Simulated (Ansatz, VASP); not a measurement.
**Be: VASP beside Ansatz**

The input INCAR:

```
SYSTEM = Be
PREC = Accurate
ENCUT = 520
EDIFF = 1E-8
ISMEAR = -1
SIGMA = 0.05
LREAL = .False.
LASPH = .True.
NELM = 80
ALGO = Normal
ISIF = 2
LWAVE = .False.
LCHARG = .False.
GGA = PE
LEFG = .True.
NBANDS = 7
```

File KPOINTS:

```
regular mesh
0
Gamma
  20 20 20
  0 0 0
```

Contents of POSCAR:

```
Be
1.0
   -1.2418441842      1.2418441842      1.2418441842
    1.2418441842     -1.2418441842      1.2418441842
    1.2418441842      1.2418441842     -1.2418441842
Be
1
Direct
    0.0000000000      0.0000000000      0.0000000000
```

Input for Ansatz:

```yaml
crystal:
  lattice:
    - [-1.2418441842, 1.2418441842, 1.2418441842]
    - [1.2418441842, -1.2418441842, 1.2418441842]
    - [1.2418441842, 1.2418441842, -1.2418441842]
  atoms:
    - { symbol: Be, position: [0.0, 0.0, 0.0] }
kpoints:
  mp_grid: { grid: [20, 20, 20] }
scf:
  occupations: { method: fermi_dirac, width: 0.05 }
hamiltonian:
  xc: pbe
  pseudopotentials: { kind: paw }
output:
  forces: true
  stress: true
  eigenvalues: true
  efg: { contact_densities: true }
```

Change from the starting cell: volume scaled by 0.98, PAW files.

Alike in both runs: task electric field gradients; functional PBE; k mesh 20 × 20 × 20; occupations fermi-dirac, width 0.05 eV; no spin polarisation.

|  | VASP | Ansatz |
| --- | --- | --- |
| version | VASP 6.6.1 | Ansatz 0.2.0 |
| potentials or method | VASP PAW PBE potentials, release 64 (Be) | PAW with Ansatz's default frozen-core files, scalar-relativistic |
| plane-wave cutoff (eV) | 520 | 420 |
| valence electrons in the cell | 2 | 2 |

```csv
,VASP,Ansatz,Ansatz less VASP
pressure (GPa),2.7,2.6,-0.17
```
